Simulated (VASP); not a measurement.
# AlCu (Pm-3m) in VASP: further runs

Runs on AlCu. Level: PBEsol. Tasks: single point.

Everything below comes from runs of VASP 6.6.1. Logs are shortened: lines on timing, memory, paths and dates and some standing lists are left out, and cuts for length are marked.

## (1) The cell of the first run

Symmetry: Pm-3m, No. 221, cubic system. The conventional cell has a = 2.872 Å, b = 2.872 Å, c = 2.872 Å, α = 90.00°, β = 90.00°, γ = 90.00°. Within 3.3 Å of Al (site symmetry m-3m) lie 8 Cu at 2.49 Å and 6 Al at 2.87 Å. Cu (site symmetry m-3m) has 8 Al at 2.49 Å and 6 Cu at 2.87 Å within 3.3 Å.

## (2) Single point, PBEsol

INCAR reads:

```
SYSTEM = AlCu
PREC = Accurate
ENCUT = 520
EDIFF = 1E-6
ISMEAR = -1
SIGMA = 0.05
LREAL = .False.
LASPH = .True.
NELM = 60
ALGO = Normal
ISIF = 2
LWAVE = .False.
LCHARG = .False.
GGA = PS
NBANDS = 14
```

KPOINTS reads:

```
Automatic mesh
0
Gamma
  8 8 8
  0 0 0
```

POSCAR reads:

```
AlCu
1.0
    2.8724657871      0.0000000000      0.0000000000
    0.0000000000      2.8724657871      0.0000000000
    0.0000000000      0.0000000000      2.8724657871
Al Cu
1 1
Direct
    0.0000000000      0.0000000000      0.0000000000
    0.5000000000      0.5000000000      0.5000000000
```

Potentials or basis: VASP PAW PBE potentials, release 64 (Al, Cu).

On the command line:

```bash
cat potpaw_PBE.64/Al/POTCAR potpaw_PBE.64/Cu/POTCAR > POTCAR
mpirun -np 1 vasp_std > vasp.out
```

OUTCAR:

```text
SYSTEM = AlCu
   PREC = Accurate
   ENCUT = 520
   EDIFF = 1E-6
   ISMEAR = -1
   LREAL = .False.
   LASPH = .True.
   NELM = 60
   ISIF = 2
   GGA = PS

 ion  position               nearest neighbor table
   1  0.000  0.000  0.000-   2 2.49   2 2.49   2 2.49   2 2.49   2 2.49   2 2.49   2 2.49   2 2.49

   2  0.500  0.500  0.500-   1 2.49   1 2.49   1 2.49   1 2.49   1 2.49   1 2.49   1 2.49   1 2.49

  LATTYP: Found a simple cubic cell.
 ALAT       =     2.8724657871

  Lattice vectors:

 A1 = (   2.8724657871,   0.0000000000,   0.0000000000)
 A2 = (   0.0000000000,   2.8724657871,   0.0000000000)
 A3 = (   0.0000000000,   0.0000000000,   2.8724657871)

Analysis of symmetry for initial positions (statically):
=====================================================================
 Subroutine PRICEL returns:
 Original cell was already a primitive cell.

 Routine SETGRP: Setting up the symmetry group for a
 simple cubic supercell.

 Subroutine GETGRP returns: Found 48 space group operations
 (whereof 48 operations were pure point group operations)
 out of a pool of 48 trial point group operations.

The static configuration has the point symmetry O_h .

Analysis of symmetry for dynamics (positions and initial velocities):
=====================================================================
 Subroutine PRICEL returns:
 Original cell was already a primitive cell.

 Routine SETGRP: Setting up the symmetry group for a
 simple cubic supercell.

 Subroutine GETGRP returns: Found 48 space group operations
 (whereof 48 operations were pure point group operations)
 out of a pool of 48 trial point group operations.

The dynamic configuration has the point symmetry O_h .

 Subroutine INISYM returns: Found 48 space group operations
 (whereof 48 operations are pure point group operations),
 and found     1 'primitive' translations

----------------------------------------------------------------------------------------

                                     Primitive cell

  volume of cell :      23.7009

  direct lattice vectors                    reciprocal lattice vectors
     2.872465787  0.000000000  0.000000000     0.348132954  0.000000000  0.000000000
     0.000000000  2.872465787  0.000000000     0.000000000  0.348132954  0.000000000
     0.000000000  0.000000000  2.872465787     0.000000000  0.000000000  0.348132954

  length of vectors
     2.872465787  2.872465787  2.872465787     0.348132954  0.348132954  0.348132954

  position of ions in fractional coordinates (direct lattice)
     0.000000000  0.000000000  0.000000000
     0.500000000  0.500000000  0.500000000

  ion indices of the primitive-cell ions
   primitive index   ion index
                 1           1
                 2           2

----------------------------------------------------------------------------------------

 KPOINTS: Automatic mesh

Automatic generation of k-mesh.
 Grid dimensions read from file:
 generate k-points for:    8    8    8

 Generating k-lattice:

  Cartesian coordinates                     Fractional coordinates (reciprocal lattice)
     0.043516619  0.000000000  0.000000000     0.125000000  0.000000000  0.000000000
     0.000000000  0.043516619  0.000000000     0.000000000  0.125000000  0.000000000
     0.000000000  0.000000000  0.043516619     0.000000000  0.000000000  0.125000000

  Length of vectors
     0.043516619  0.043516619  0.043516619

  Shift w.r.t. Gamma in fractional coordinates (k-lattice)
     0.000000000  0.000000000  0.000000000

 Subroutine IBZKPT returns following result:
 ===========================================

 Found     35 irreducible k-points:

 Following reciprocal coordinates:
            Coordinates               Weight
  0.000000  0.000000  0.000000      1.000000
  0.125000  0.000000  0.000000      6.000000
  0.250000  0.000000  0.000000      6.000000
  0.375000  0.000000  0.000000      6.000000
  0.500000  0.000000  0.000000      3.000000
  0.125000  0.125000  0.000000     12.000000
[... 16 lines left out ...]
  0.375000  0.375000  0.125000     24.000000
  0.500000  0.375000  0.125000     24.000000
 [... further k-points ...]
   k-points           NKPTS =     35   k-points in BZ     NKDIM =     35   number of bands    NBANDS=     14
   number of dos      NEDOS =    301   number of ions     NIONS =      2
   total plane-waves  NPLWV =  13824
   dimension x,y,z NGX =    24 NGY =   24 NGZ =   24
   dimension x,y,z NGXF=    48 NGYF=   48 NGZF=   48
   ions per type =               1   1
   NGX,Y,Z   is equivalent  to a cutoff of  13.89, 13.89, 13.89 a.u.
   NGXF,Y,Z  is equivalent  to a cutoff of  27.78, 27.78, 27.78 a.u.
 SYSTEM =  AlCu
   PREC   = accura    normal or accurate (medium, high low for compatibility)
   ISTART =      0    job   : 0-new  1-cont  2-samecut
   ICHARG =      2    charge: 1-file 2-atom 10-const
   ISPIN  =      1    spin polarized calculation?
   LNONCOLLINEAR =      F non collinear calculations
   LSORBIT =      F    spin-orbit coupling
   LASPH  =      T    aspherical Exc in radial PAW
   ENCUT  =  520.0 eV  38.22 Ry    6.18 a.u.   5.34  5.34  5.34*2*pi/ulx,y,z
   NELM   =     60;   NELMIN=  2; NELMDL= -5     # of ELM steps
   EDIFF  = 0.1E-05   stopping-criterion for ELM
   LREAL  =      F    real-space projection
   EDIFFG = 0.1E-04   stopping-criterion for IOM
   NSW    =      0    number of steps for IOM
   IBRION =     -1    ionic relax: 0-MD 1-quasi-New 2-CG
   NFREE  =      0    steps in history (QN), initial steepest desc. (CG)
   ISIF   =      2    stress and relaxation
   ISYM   =      2    0-nonsym 1-usesym 2-fastsym
   POTIM  = 0.5000    time-step for ionic-motion
   TEBEG  =    0.0;   TEEND  =   0.0 temperature during run
   PSTRESS=    0.0 pullay stress
   NELECT =      14.0000    total number of electrons
   NUPDOWN=      -1.0000    fix difference up-down
   EMIN   =  10.00;   EMAX   =-10.00  energy-range for DOS
   EFERMI =   0.00;   METHOD = LEGACY
   ISMEAR =    -1;   SIGMA  =   0.05  broadening in eV -4-tet -1-fermi 0-gaus
   EFERMI_NEDOS =   21; number of points for ismear=-14 and -15
   IALGO  =     38    algorithm
   IMIX   =      4    mixing-type and parameters
     AMIX     =   0.40;   BMIX     =  1.00
     AMIX_MAG =   1.60;   BMIX_MAG =  1.00
  volume/ion in A,a.u.               =      11.85        79.97
  Fermi-wavevector in a.u.,A,eV,Ry     =   1.373607  2.595742 25.671438  1.886797
  Thomas-Fermi vector in A             =   2.499109
   LORBIT       =      0    0 simple, 1 ext, 2 COOP (PROOUT), +10 PAW based schemes
   GGA     = PS    functional components
   LHFCALC =     F    Hartree Fock is set to
   AEXX    =    0.0000 exact exchange contribution
   IVDW    =     0    specifies the selected vdW correction
   LEPSILON=     F    determine dielectric tensor
   LRPA    =     F    only Hartree local field effects (RPA)
 non-spin polarized calculation
  energy-cutoff  :      520.00
  volume of cell :       23.70
 maximum number of plane-waves:       656
 NGX is ok and might be reduce to    24
   NGX = 11   NGY = 11   NGZ = 11

 number of electron      13.9999991 magnetization

 Free energy of the ion-electron system (eV)
  ---------------------------------------------------
  ext. energy  EPLUGINS =         0.00000000
  ---------------------------------------------------
  free energy    TOTEN  =        -8.62624203 eV

  energy without entropy =       -8.61973152  energy(sigma->0) =       -8.62298678

 E-fermi :  10.6302     XC(G=0): -12.2223

 val. band max:       10.6277219052   @ k =   0.3750   0.3750   0.1250
 cond. band min:      10.6626900861   @ k =   0.5000   0.5000   0.3750
 fundamental gap:      0.0349681810
 Fermi energy:        10.6301614344

 k-point     1 :       0.0000    0.0000    0.0000
  band No.  band energies     occupation
      1      -1.9128      2.00000
      2       5.0200      2.00000
      3       5.0200      2.00000
      4       6.2791      2.00000
      5       6.2791      2.00000
      6       6.2791      2.00000
      7      14.8031      0.00000
      8      14.8031      0.00000
      9      14.8031      0.00000
     10      17.1460      0.00000
     11      17.1460      0.00000
     12      22.5952      0.00000
     13      30.2704      0.00000
     14      30.2704      0.00000

 k-point     2 :       0.1250    0.0000    0.0000
  band No.  band energies     occupation
      1      -1.6247      2.00000
      2       5.0312      2.00000
      3       5.0672      2.00000
      4       6.1951      2.00000
      5       6.1951      2.00000
      6       6.2885      2.00000
      7      12.3656      0.00000
      8      15.1489      0.00000
      9      15.1489      0.00000
     10      17.2252      0.00000
     11      19.1438      0.00000
     12      23.7152      0.00000
     13      27.8588      0.00000
     14      27.8588      0.00000

 k-point     3 :       0.2500    0.0000    0.0000
  band No.  band energies     occupation
      1      -0.7734      2.00000
      2       4.9169      2.00000
      3       5.1833      2.00000
      4       6.0047      2.00000
      5       6.0047      2.00000
      6       6.3116      2.00000
      7       9.4622      2.00000
      8      16.1273      0.00000
      9      16.1273      0.00000
     10      17.4495      0.00000
     11      20.8137      0.00000
     12      24.7855      0.00000
     13      24.7855      0.00000
     14      26.9923      0.00000
[... 324 lines left out ...]
 k-point    23 :       0.3750    0.3750    0.1250
  band No.  band energies     occupation
      1       2.8607      2.00000
      2       4.7105      2.00000
      3       5.3837      2.00000
      4       5.6505      2.00000
      5       6.1709      2.00000
      6       6.2042      2.00000
      7       8.2451      2.00000
      8      10.6277      1.02439
      9      13.6053      0.00000
     10      17.4762      0.00000
     11      21.1675      0.00000
     12      21.6912      0.00000
     13      25.0195      0.00000
     14      26.9634      0.00000

 k-point    24 :       0.5000    0.3750    0.1250
  band No.  band energies     occupation
      1       3.5234      2.00000
      2       4.6076      2.00000
      3       5.3589      2.00000
      4       5.6041      2.00000
      5       6.2195      2.00000
      6       6.8491      2.00000
      7       7.2289      2.00000
      8      11.2087      0.00002
      9      11.9028      0.00000
     10      18.8403      0.00000
     11      19.6092      0.00000
     12      22.3005      0.00000
     13      24.8864      0.00000
     14      26.5927      0.00000

 [... further k-points ...]

------------------------ aborting loop because EDIFF is reached ----------------------------------------

  FORCE on cell =-STRESS in cart. coord.  units (eV):
  Direction    XX          YY          ZZ          XY          YZ          ZX
  --------------------------------------------------------------------------------------
  -------------------------------------------------------------------------------------
  Total        2.1126609      2.1126609      2.1126609      0.0000000      0.0000000      0.0000000
  in kB      142.8156422    142.8156422    142.8156422      0.0000000      0.0000000      0.0000000
  external PRESSURE =     142.8156422 kB  Pullay stress =       0.0000000 kB

 VOLUME and BASIS-vectors are now :
 -----------------------------------------------------------------------------
  energy-cutoff  :      520.00
  volume of cell :       23.70
      direct lattice vectors                 reciprocal lattice vectors
     2.872465787  0.000000000  0.000000000     0.348132954  0.000000000  0.000000000
     0.000000000  2.872465787  0.000000000     0.000000000  0.348132954  0.000000000
     0.000000000  0.000000000  2.872465787     0.000000000  0.000000000  0.348132954

 POSITION                                       TOTAL-FORCE (eV/Angst)
 -----------------------------------------------------------------------------------
      0.00000      0.00000      0.00000         0.000000      0.000000      0.000000
      1.43623      1.43623      1.43623         0.000000      0.000000      0.000000
 -----------------------------------------------------------------------------------
    total drift:                                0.000000     -0.000000     -0.000000

  FREE ENERGIE OF THE ION-ELECTRON SYSTEM (eV)
  ---------------------------------------------------
  free  energy   TOTEN  =        -8.6262420294 eV

  energy  without entropy=       -8.6197315217  energy(sigma->0) =       -8.62298678
```

Run time: 9 s. Hardware: 1 thread of Intel Xeon 8259CL, shared host; peak memory 0.14 GiB.

Results:

```yaml
Free_energy: -8.6262 eV
Pressure: 14.3 GPa
Band_gap_on_the_k_mesh: zero (band 7 reaches 14.80 eV, above the bottom of band 8 at 9.76 eV)
```

Caveat: the PAW data sets were made with another functional, which shifts forces and pressure a little.

## (3) Single point, PBEsol

This run uses another cell than the first one, of 12.39 Å³/atom, 1.045 times its volume.

INCAR reads:

```
SYSTEM = AlCu
ALGO = Normal
EDIFF = 1E-7
ENCUT = 520
GGA = PS
ISIF = 2
ISMEAR = -1
LASPH = .True.
LCHARG = .True.
LELF = .True.
LREAL = .False.
LVHAR = .True.
LWAVE = .False.
NBANDS = 14
NELM = 80
PREC = Accurate
SIGMA = 0.05
```

KPOINTS reads:

```
k-points
0
Gamma
  8 8 8
  0 0 0
```

POSCAR reads:

```
AlCu
1.0
    2.9153447325      0.0000000000      0.0000000000
    0.0000000000      2.9153447325      0.0000000000
    0.0000000000      0.0000000000      2.9153447325
Al Cu
1 1
Direct
    0.0000000000      0.0000000000      0.0000000000
    0.5000000000      0.5000000000      0.5000000000
```

Potentials or basis: VASP PAW PBE potentials, release 64 (Al, Cu).

On the command line:

```bash
cat potpaw_PBE.64/Al/POTCAR potpaw_PBE.64/Cu/POTCAR > POTCAR
mpirun -np 1 vasp_std > vasp.out
```

Wall time 9.7 s (1 thread of Intel Xeon 8259CL, shared host); peak memory 0.14 GiB.

The run converged. Its results:

```
Free energy            : -8.6951 eV
Pressure               : 7.0 GPa
Band gap on the k mesh : zero (band 7 reaches 14.08 eV, above the bottom of band 8 at 9.16 eV)
```

Levels at points of the mesh, in eV from the Fermi level:
```
           k point  band 5  band 6  band 7  band 8  band 9  band 10
(0.00, 0.00, 0.00)   -4.16   -4.16    4.07    4.07    4.07     6.47
(0.50, 0.00, 0.00)   -4.64   -4.10   -3.31    7.28    8.36     8.36
(0.50, 0.50, 0.00)   -4.01   -4.01   -3.73   -0.84    0.13    10.93
(0.50, 0.50, 0.50)   -3.71    0.59    0.59    0.59    2.41     2.41
```

Caveat: the PAW data sets were made with another functional, which shifts forces and pressure a little.

## (4) Single point, PBEsol

This run uses another cell than the first one, of 14.01 Å³/atom, 1.182 times its volume.

INCAR reads:

```
  PREC = Accurate
  ENCUT = 520
  EDIFF = 1E-6
  ISMEAR = -1
  SIGMA = 0.05
  LREAL = False
  LASPH = True
  NELM = 60
  ALGO = Normal
  ISIF = 2
  LWAVE = False
  LCHARG = False
  GGA = PS
  NBANDS = 14
```

KPOINTS reads:

```
Automatic mesh
0
Gamma
  8 8 8
```

POSCAR reads:

```
AlCu
1.0
    3.0369554445      0.0000000000      0.0000000000
    0.0000000000      3.0369554445      0.0000000000
    0.0000000000      0.0000000000      3.0369554445
Al Cu
1 1
Direct
    0.0000000000      0.0000000000      0.0000000000
    0.5000000000      0.5000000000      0.5000000000
```

On the command line:

```bash
cat potpaw_PBE.64/Al/POTCAR potpaw_PBE.64/Cu/POTCAR > POTCAR
mpirun -np 1 vasp_std > vasp.out
```

Run time: 11 s. Hardware: 1 thread of Intel Xeon 8259CL, shared host; peak memory 0.14 GiB.

The run converged. Its results:

- Free energy: -8.6613 eV
- Pressure: -7.9 GPa
- Band gap on the k mesh: zero (band 7 reaches 12.22 eV, above the bottom of band 8 at 7.64 eV)

Levels at points of the mesh, in eV from the Fermi level:
```
           k point  band 4  band 5  band 6  band 7  band 8  band 9  band 10  band 11
(0.00, 0.00, 0.00)   -3.56   -3.56   -3.56    3.93    3.93    3.93     6.46     6.46
(0.50, 0.00, 0.00)   -3.96   -3.96   -3.51   -2.86    7.39    8.12     8.12     8.41
(0.50, 0.50, 0.00)   -3.86   -3.36   -3.36   -3.20   -0.65   -0.05     9.96    12.81
(0.50, 0.50, 0.50)   -3.18   -3.18    1.03    1.03    1.03    1.76     2.31     2.31
```

Caveat: the PAW data sets were made with another functional, which shifts forces and pressure a little.

(Continued in part 2 of 3.)
